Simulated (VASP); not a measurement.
# MgTe (P6_3mc) in VASP: settings compared

MgTe is run at these levels: r2SCAN0, PBE0, HSE06; tasks: single point.

Everything below comes from runs of VASP 6.6.1. Logs are shortened: lines on timing, memory, paths and dates and some standing lists are left out, and cuts for length are marked.

## (1) The cell of the first run

Symmetry: P6_3mc, No. 186, hexagonal system. The conventional cell has a = 4.578 Å, b = 4.578 Å, c = 7.455 Å, α = 90.00°, β = 90.00°, γ = 120.00°. Mg (site symmetry 3m) has 4 Te at 2.80 Å within 3.7 Å. Within 3.7 Å of Te (site symmetry 3m) lie 4 Mg at 2.80 Å.

## (2) Single point, r2SCAN0

Contents of POSCAR:

```
MgTe
1.0
    4.5777324796      0.0000000000      0.0000000000
   -2.2888662398      3.9644326191      0.0000000000
    0.0000000000      0.0000000000      7.4548284134
Mg Te
2 2
Direct
    0.3333333333      0.6666666667      0.9968886101
    0.6666666667      0.3333333333      0.4968886101
    0.3333333333      0.6666666667      0.3731113899
    0.6666666667      0.3333333333      0.8731113899
```

Contents of INCAR.step1:

```
SYSTEM = MgTe
PREC = Accurate ; ENCUT = 580
EDIFF = 1E-5 ; ISMEAR = 0
SIGMA = 0.01 ; LREAL = .False.
LASPH = .True. ; NELM = 120
ALGO = Normal ; ISIF = 2
LWAVE = .True. ; NBANDS = 16
GGA = PE ; GGA_COMPAT = .False.
```

Contents of INCAR.step2:

```
SYSTEM = MgTe
PREC = Accurate ; ENCUT = 580
EDIFF = 1E-6 ; ISMEAR = 0
SIGMA = 0.01 ; LREAL = .False.
LASPH = .True. ; NELM = 120
ALGO = Normal ; ISIF = 2
LWAVE = .False. ; LCHARG = .True.
METAGGA = R2SCAN ; LHFCALC = .True.
AEXX = 0.25 ; LMIXTAU = .True.
PRECFOCK = Normal ; LELF = .True.
LVHAR = .True. ; NBANDS = 16
ISTART = 1 ; GGA_COMPAT = .False.
```

Contents of KPOINTS:

```
Automatic mesh
0
Gamma
  6 6 2
  0 0 0
```

Potentials or basis: VASP PAW PBE potentials, release 64 (Mg, Te).

Run with:

```sh
$ cat potpaw_PBE.64/Mg/POTCAR potpaw_PBE.64/Te/POTCAR > POTCAR
$ cp INCAR.step1 INCAR
$ mpirun -np 1 vasp_std > vasp.out
$ cp INCAR.step2 INCAR
$ mpirun -np 1 vasp_std > vasp.out
```

OUTCAR:

```text
SYSTEM = MgTe
   PREC = Accurate
   ENCUT = 580
   EDIFF = 1E-6
   ISMEAR = 0
   LREAL = .False.
   LASPH = .True.
   NELM = 120
   ISIF = 2
   METAGGA = R2SCAN
   LHFCALC = .True.
   AEXX = 0.25
   PRECFOCK = Normal
   ISTART = 1

 ion  position               nearest neighbor table
   1  0.333  0.667  0.997-   4 2.80   4 2.80   4 2.80   3 2.80
   2  0.667  0.333  0.497-   3 2.80   3 2.80   3 2.80   4 2.80
   3  0.333  0.667  0.373-   2 2.80   2 2.80   2 2.80   1 2.80
   4  0.667  0.333  0.873-   1 2.80   1 2.80   1 2.80   2 2.80

  LATTYP: Found a hexagonal cell.
 ALAT       =     4.5777324796
 C/A-ratio  =     1.6284980493

  Lattice vectors:

 A1 = (   4.5777324796,   0.0000000000,   0.0000000000)
 A2 = (  -2.2888662398,   3.9644326191,   0.0000000000)
 A3 = (   0.0000000000,   0.0000000000,   7.4548284134)

Analysis of symmetry for initial positions (statically):
=====================================================================
 Subroutine PRICEL returns:
 Original cell was already a primitive cell.

 Routine SETGRP: Setting up the symmetry group for a
 hexagonal supercell.

 Subroutine GETGRP returns: Found 12 space group operations
 (whereof  6 operations were pure point group operations)
 out of a pool of 24 trial point group operations.

The static configuration has the point symmetry C_3v.
 The point group associated with its full space group is C_6v.

Analysis of symmetry for dynamics (positions and initial velocities):
=====================================================================
 Subroutine PRICEL returns:
 Original cell was already a primitive cell.

 Routine SETGRP: Setting up the symmetry group for a
 hexagonal supercell.

 Subroutine GETGRP returns: Found 12 space group operations
 (whereof  6 operations were pure point group operations)
 out of a pool of 24 trial point group operations.

The dynamic configuration has the point symmetry C_3v.
 The point group associated with its full space group is C_6v.

 Subroutine INISYM returns: Found 12 space group operations
 (whereof  6 operations are pure point group operations),
 and found     1 'primitive' translations

----------------------------------------------------------------------------------------

                                     Primitive cell

  volume of cell :     135.2911

  direct lattice vectors                    reciprocal lattice vectors
     4.577732480  0.000000000  0.000000000     0.218448764  0.126121452  0.000000000
    -2.288866240  3.964432619  0.000000000     0.000000000  0.252242905  0.000000000
     0.000000000  0.000000000  7.454828413     0.000000000  0.000000000  0.134141250

  length of vectors
     4.577732480  4.577732480  7.454828413     0.252242905  0.252242905  0.134141250

  position of ions in fractional coordinates (direct lattice)
     0.333333333  0.666666667  0.996888610
     0.666666667  0.333333333  0.496888610
     0.333333333  0.666666667  0.373111390
     0.666666667  0.333333333  0.873111390

  ion indices of the primitive-cell ions
   primitive index   ion index
                 1           1
                 2           2
                 3           3
                 4           4

----------------------------------------------------------------------------------------

 KPOINTS: Automatic mesh

Automatic generation of k-mesh.
 Grid dimensions read from file:
 generate k-points for:    6    6    2

 Generating k-lattice:

  Cartesian coordinates                     Fractional coordinates (reciprocal lattice)
     0.036408127  0.021020242  0.000000000     0.166666667  0.000000000  0.000000000
     0.000000000  0.042040484  0.000000000     0.000000000  0.166666667  0.000000000
     0.000000000  0.000000000  0.067070625     0.000000000  0.000000000  0.500000000

  Length of vectors
     0.042040484  0.042040484  0.067070625

  Shift w.r.t. Gamma in fractional coordinates (k-lattice)
     0.000000000  0.000000000  0.000000000

 Subroutine IBZKPT returns following result:
 ===========================================

 Found     14 irreducible k-points:

 Following reciprocal coordinates:
            Coordinates               Weight
  0.000000  0.000000  0.000000      1.000000
  0.166667  0.000000  0.000000      6.000000
  0.333333 -0.000000  0.000000      6.000000
  0.500000  0.000000  0.000000      3.000000
  0.166667  0.166667  0.000000      6.000000
  0.333333  0.166667  0.000000     12.000000
  0.333333  0.333333  0.000000      2.000000
  0.000000  0.000000  0.500000      1.000000
  0.166667  0.000000  0.500000      6.000000
  0.333333 -0.000000  0.500000      6.000000
  0.500000  0.000000  0.500000      3.000000
  0.166667  0.166667  0.500000      6.000000
  0.333333  0.166667  0.500000     12.000000
  0.333333  0.333333  0.500000      2.000000
   k-points           NKPTS =     14   k-points in BZ     NKDIM =     72   number of bands    NBANDS=     16
   number of dos      NEDOS =    301   number of ions     NIONS =      4
   total plane-waves  NPLWV =  77760
   dimension x,y,z NGX =    36 NGY =   36 NGZ =   60
   dimension x,y,z NGXF=    72 NGYF=   72 NGZF=  120
   ions per type =               2   2
   NGX,Y,Z   is equivalent  to a cutoff of  13.07, 13.07, 13.38 a.u.
   NGXF,Y,Z  is equivalent  to a cutoff of  26.15, 26.15, 26.76 a.u.
 SYSTEM =  MgTe
   PREC   = accura    normal or accurate (medium, high low for compatibility)
   ISTART =      1    job   : 0-new  1-cont  2-samecut
   ICHARG =      0    charge: 1-file 2-atom 10-const
   ISPIN  =      1    spin polarized calculation?
   LNONCOLLINEAR =      F non collinear calculations
   LSORBIT =      F    spin-orbit coupling
   LASPH  =      T    aspherical Exc in radial PAW
   ENCUT  =  580.0 eV  42.63 Ry    6.53 a.u.   8.99  8.99 14.64*2*pi/ulx,y,z
   NELM   =    120;   NELMIN=  2; NELMDL=  0     # of ELM steps
   EDIFF  = 0.1E-05   stopping-criterion for ELM
   LREAL  =      F    real-space projection
   EDIFFG = 0.1E-04   stopping-criterion for IOM
   NSW    =      0    number of steps for IOM
   IBRION =     -1    ionic relax: 0-MD 1-quasi-New 2-CG
   NFREE  =      0    steps in history (QN), initial steepest desc. (CG)
   ISIF   =      2    stress and relaxation
   ISYM   =      3    0-nonsym 1-usesym 2-fastsym
   POTIM  = 0.5000    time-step for ionic-motion
   TEBEG  =    0.0;   TEEND  =   0.0 temperature during run
   PSTRESS=    0.0 pullay stress
   NELECT =      16.0000    total number of electrons
   NUPDOWN=      -1.0000    fix difference up-down
   EMIN   =  10.00;   EMAX   =-10.00  energy-range for DOS
   EFERMI =   0.00;   METHOD = LEGACY
   ISMEAR =     0;   SIGMA  =   0.01  broadening in eV -4-tet -1-fermi 0-gaus
   EFERMI_NEDOS =   21; number of points for ismear=-14 and -15
   IALGO  =     38    algorithm
   IMIX   =      1    mixing-type and parameters
     AMIX     =   0.40;   BMIX     =  1.00
     AMIX_MAG =   1.60;   BMIX_MAG =  1.00
  volume/ion in A,a.u.               =      33.82       228.25
  Fermi-wavevector in a.u.,A,eV,Ry     =   0.803573  1.518532  8.785676  0.645729
  Thomas-Fermi vector in A             =   1.911465
   LORBIT       =      0    0 simple, 1 ext, 2 COOP (PROOUT), +10 PAW based schemes
   METAGGA = R2SCAN    functional components
   LHFCALC =     T    Hartree Fock is set to
   PRECFOCK=normal    Normal, Fast or Accurate (Low or Medium for compatibility)
   ENCUT4O =  -1.0   cutoff for four orbital integrals eV
   NKREDX  =     1    reduce k-point grid by
   NKREDY  =     1    reduce k-point grid by
   NKREDZ  =     1    reduce k-point grid by
   AEXX    =    0.2500 exact exchange contribution
   HFSCREEN=    0.0000 screening length (either q_TF or 0.3 A-1)
   HFSCREENC=   0.0000 screening length for correlation (either q_TF or 0.3 A-1)
   ENCUTFOCK=  -1.0 apply spherical cutoff to Coloumb kernel
   IVDW    =     0    specifies the selected vdW correction
   LEPSILON=     F    determine dielectric tensor
   LRPA    =     F    only Hartree local field effects (RPA)
 non-spin polarized calculation
 Gauss-broadening in eV      SIGMA  =   0.01
  energy-cutoff  :      580.00
  volume of cell :      135.29
 maximum number of plane-waves:      4323
 NGX is ok and might be reduce to    36
  NGX = 28; NGY = 28; NGZ = 48

 number of electron      16.0000000 magnetization

 Free energy of the ion-electron system (eV)
  ---------------------------------------------------
  ext. energy  EPLUGINS =         0.00000000
  ---------------------------------------------------
  free energy    TOTEN  =       -54.28156024 eV

  energy without entropy =      -54.28156024  energy(sigma->0) =      -54.28156024

 E-fermi :   0.8675     XC(G=0):  -6.4318

 val. band max:        0.8142573773   @ k =   0.0000   0.0000   0.0000
 cond. band min:       5.0828855507   @ k =   0.0000   0.0000   0.0000
 fundamental gap:      4.2686281733
 Fermi energy:         0.8674961547

 k-point     1 :       0.0000    0.0000    0.0000
  band No.  band energies     occupation
      1     -10.5961      2.00000
      2      -9.8957      2.00000
      3      -2.7818      2.00000
      4       0.2776      2.00000
      5       0.2776      2.00000
      6       0.8012      2.00000
[... 8 lines left out ...]
     15       9.0823      0.00000
     16      10.0665      0.00000

 k-point     2 :       0.1667    0.0000    0.0000
  band No.  band energies     occupation
      1     -10.4619      2.00000
      2      -9.8225      2.00000
      3      -2.5831      2.00000
      4      -0.6261      2.00000
      5      -0.1476      2.00000
      6       0.0242      2.00000
[... 8 lines left out ...]
     15       9.1170      0.00000
     16       9.6369      0.00000

 k-point     3 :       0.3333   -0.0000    0.0000
  band No.  band energies     occupation
      1     -10.1396      2.00000
      2      -9.6936      2.00000
      3      -2.2585      2.00000
      4      -1.7104      2.00000
      5      -1.4231      2.00000
      6      -0.3750      2.00000
[... 8 lines left out ...]
     15       9.8263      0.00000
     16      10.9046      0.00000
[... 172 lines left out ...]
 k-point    13 :       0.3333    0.1667    0.5000
  band No.  band energies     occupation
      1      -9.7941      2.00000
      2      -9.7941      2.00000
      3      -2.4680      2.00000
      4      -2.4680      2.00000
      5      -0.7602      2.00000
      6      -0.7602      2.00000
[... 8 lines left out ...]
     15      10.3506      0.00000
     16      10.3506      0.00000

 k-point    14 :       0.3333    0.3333    0.5000
  band No.  band energies     occupation
      1      -9.7258      2.00000
      2      -9.7258      2.00000
      3      -2.4146      2.00000
      4      -2.4146      2.00000
      5      -1.3244      2.00000
      6      -1.3244      2.00000
[... 8 lines left out ...]
     15      10.1768      0.00000
     16      10.1768      0.00000

------------------------ aborting loop because EDIFF is reached ----------------------------------------

  FORCE on cell =-STRESS in cart. coord.  units (eV):
  Direction    XX          YY          ZZ          XY          YZ          ZX
  --------------------------------------------------------------------------------------
  -------------------------------------------------------------------------------------
  Total       -0.6223835     -0.6223835     -0.6100107      0.0000000      0.0000000      0.0000000
  in kB       -7.3705442     -7.3705442     -7.2240201      0.0000000      0.0000000      0.0000000
  external PRESSURE =      -7.3217028 kB  Pullay stress =       0.0000000 kB

 VOLUME and BASIS-vectors are now :
 -----------------------------------------------------------------------------
  energy-cutoff  :      580.00
  volume of cell :      135.29
      direct lattice vectors                 reciprocal lattice vectors
     4.577732480  0.000000000  0.000000000     0.218448764  0.126121452  0.000000000
    -2.288866240  3.964432619  0.000000000     0.000000000  0.252242905  0.000000000
     0.000000000  0.000000000  7.454828413     0.000000000  0.000000000  0.134141250

 POSITION                                       TOTAL-FORCE (eV/Angst)
 -----------------------------------------------------------------------------------
     -0.00000      2.64296      7.43163         0.000000     -0.000000     -0.001031
      2.28887      1.32148      3.70422        -0.000000      0.000000     -0.001031
     -0.00000      2.64296      2.78148         0.000000     -0.000000      0.001031
      2.28887      1.32148      6.50890        -0.000000      0.000000      0.001031
 -----------------------------------------------------------------------------------
    total drift:                                0.000000      0.000000     -0.003217

  FREE ENERGIE OF THE ION-ELECTRON SYSTEM (eV)
  ---------------------------------------------------
  free  energy   TOTEN  =       -54.2815602396 eV

  energy  without entropy=      -54.2815602396  energy(sigma->0) =      -54.28156024
```

Wall time 52 min (1 thread of AMD EPYC 7R43 (Zen 3), shared host); peak memory 0.33 GiB.

Results:

| Item | Value |
| --- | --- |
| Free energy | -54.2816 eV |
| Pressure | -0.7 GPa |
| Band gap on the k mesh | 4.27 eV |

Levels at points of the mesh, in eV from the valence-band top:
| k point | band 6 | band 7 | band 8 | band 9 | band 10 | band 11 |
| --- | --- | --- | --- | --- | --- | --- |
| (0.00, 0.00, 0.00) | -0.01 | 0.00 | 0.00 | 4.27 | 4.81 | 7.22 |
| (0.50, 0.00, 0.00) | -1.36 | -1.08 | -0.49 | 4.90 | 5.69 | 6.02 |
| (0.00, 0.00, 0.50) | -0.28 | -0.28 | -0.28 | 5.32 | 5.32 | 7.47 |
| (0.50, 0.00, 0.50) | -0.99 | -0.97 | -0.97 | 4.96 | 4.96 | 6.11 |

Caveat: the k points lie up to 0.42 Å⁻¹ apart; the PAW data sets were made with another functional, which shifts forces and pressure a little; spin-orbit coupling is left out, which moves the levels of the heavy elements.

## (3) Single point, PBE0

POSCAR is that of step 2.

Contents of INCAR.step1:

```
PREC = Accurate
ENCUT = 520
EDIFF = 1E-5
ISMEAR = 0
SIGMA = 0.01
LREAL = F
LASPH = T
NELM = 120
ALGO = Normal
ISIF = 2
LWAVE = T
NBANDS = 16
GGA = PE
GGA_COMPAT = F
```

Contents of INCAR.step2:

```
PREC = Accurate
ENCUT = 520
EDIFF = 1E-6
ISMEAR = 0
SIGMA = 0.01
LREAL = F
LASPH = T
NELM = 120
ALGO = Normal
ISIF = 2
LWAVE = F
LCHARG = T
GGA = PE
LHFCALC = T
AEXX = 0.25
PRECFOCK = Normal
LELF = T
LVHAR = T
NBANDS = 16
ISTART = 1
GGA_COMPAT = F
```

Contents of KPOINTS:

```
regular mesh
0
Gamma
  6 6 2
```

Potentials or basis: VASP PAW PBE potentials, release 64 (Mg, Te).

Run with:

```sh
$ cat potpaw_PBE.64/Mg/POTCAR potpaw_PBE.64/Te/POTCAR > POTCAR
$ cp INCAR.step1 INCAR
$ mpirun -np 1 vasp_std > vasp.out
$ cp INCAR.step2 INCAR
$ mpirun -np 1 vasp_std > vasp.out
```

OUTCAR:

```text
PREC = Accurate
   ENCUT = 520
   EDIFF = 1E-6
   ISMEAR = 0
   LREAL = F
   LASPH = T
   NELM = 120
   ISIF = 2
   GGA = PE
   LHFCALC = T
   AEXX = 0.25
   PRECFOCK = Normal
   ISTART = 1

 ion  position               nearest neighbor table
   1  0.333  0.667  0.997-   4 2.80   4 2.80   4 2.80   3 2.80
   2  0.667  0.333  0.497-   3 2.80   3 2.80   3 2.80   4 2.80
   3  0.333  0.667  0.373-   2 2.80   2 2.80   2 2.80   1 2.80
   4  0.667  0.333  0.873-   1 2.80   1 2.80   1 2.80   2 2.80

  LATTYP: Found a hexagonal cell.
 ALAT       =     4.5777324796
 C/A-ratio  =     1.6284980493

  Lattice vectors:

 A1 = (   4.5777324796,   0.0000000000,   0.0000000000)
 A2 = (  -2.2888662398,   3.9644326191,   0.0000000000)
 A3 = (   0.0000000000,   0.0000000000,   7.4548284134)

Analysis of symmetry for initial positions (statically):
=====================================================================
 Subroutine PRICEL returns:
 Original cell was already a primitive cell.
[... 173 lines left out ...]

 E-fermi :   1.0640     XC(G=0):  -6.2153

 val. band max:        0.9699222209   @ k =   0.0000   0.0000   0.0000
 cond. band min:       4.8311054012   @ k =   0.0000   0.0000   0.0000
 fundamental gap:      3.8611831803
 Fermi energy:         1.0639686896

 k-point     1 :       0.0000    0.0000    0.0000
  band No.  band energies     occupation
      1     -10.2332      2.00000
      2      -9.5501      2.00000
      3      -2.6164      2.00000
      4       0.4340      2.00000
      5       0.4340      2.00000
      6       0.9547      2.00000
[... 243 lines left out ...]
      3      -2.2767      2.00000
      4      -2.2767      2.00000
      5      -1.1470      2.00000
      6      -1.1470      2.00000
[... 8 lines left out ...]
     15       9.9956      0.00000
     16       9.9956      0.00000

------------------------ aborting loop because EDIFF is reached ----------------------------------------

  FORCE on cell =-STRESS in cart. coord.  units (eV):
  Direction    XX          YY          ZZ          XY          YZ          ZX
  --------------------------------------------------------------------------------------
  -------------------------------------------------------------------------------------
  Total       -0.2521098     -0.2521098     -0.2606999      0.0000000      0.0000000      0.0000000
  in kB       -2.9855970     -2.9855970     -3.0873254      0.0000000      0.0000000      0.0000000
  external PRESSURE =      -3.0195065 kB  Pullay stress =       0.0000000 kB

 VOLUME and BASIS-vectors are now :
 -----------------------------------------------------------------------------
  energy-cutoff  :      520.00
  volume of cell :      135.29
      direct lattice vectors                 reciprocal lattice vectors
     4.577732480  0.000000000  0.000000000     0.218448764  0.126121452  0.000000000
    -2.288866240  3.964432619  0.000000000     0.000000000  0.252242905  0.000000000
     0.000000000  0.000000000  7.454828413     0.000000000  0.000000000  0.134141250

 POSITION                                       TOTAL-FORCE (eV/Angst)
 -----------------------------------------------------------------------------------
     -0.00000      2.64296      7.43163         0.000000      0.000000     -0.001678
      2.28887      1.32148      3.70422         0.000000     -0.000000     -0.001678
     -0.00000      2.64296      2.78148         0.000000      0.000000      0.001678
      2.28887      1.32148      6.50890        -0.000000      0.000000      0.001678
 -----------------------------------------------------------------------------------
    total drift:                                0.000000     -0.000000      0.000746

  FREE ENERGIE OF THE ION-ELECTRON SYSTEM (eV)
  ---------------------------------------------------
  free  energy   TOTEN  =       -16.1978119284 eV

  energy  without entropy=      -16.1978119284  energy(sigma->0) =      -16.19781193
```

Run time: 29 min. Hardware: 1 thread of Intel Xeon Platinum 8488C (Sapphire Rapids), shared host; peak memory 0.31 GiB.

Results:

| Property | Result |
| --- | --- |
| Free energy | -16.1978 eV |
| Pressure | -0.3 GPa |
| Band gap on the k mesh | 3.86 eV |

Levels at points of the mesh, in eV from the valence-band top:
```csv
k point,band 5,band 6,band 7,band 8,band 9,band 10,band 11,band 12
"(0.00, 0.00, 0.00)",-0.54,-0.02,0.00,0.00,3.86,4.44,6.89,6.89
"(0.50, 0.00, 0.00)",-2.16,-1.35,-1.08,-0.49,4.62,5.37,5.76,7.10
"(0.00, 0.00, 0.50)",-0.28,-0.28,-0.28,-0.28,4.94,4.94,7.15,7.15
"(0.50, 0.00, 0.50)",-0.98,-0.98,-0.97,-0.97,4.67,4.67,5.80,5.80
```

Caveat: the k points lie up to 0.42 Å⁻¹ apart; the PAW data sets were made with another functional, which shifts forces and pressure a little; spin-orbit coupling is left out, which moves the levels of the heavy elements.

(Part 1 of 2 ends here.)
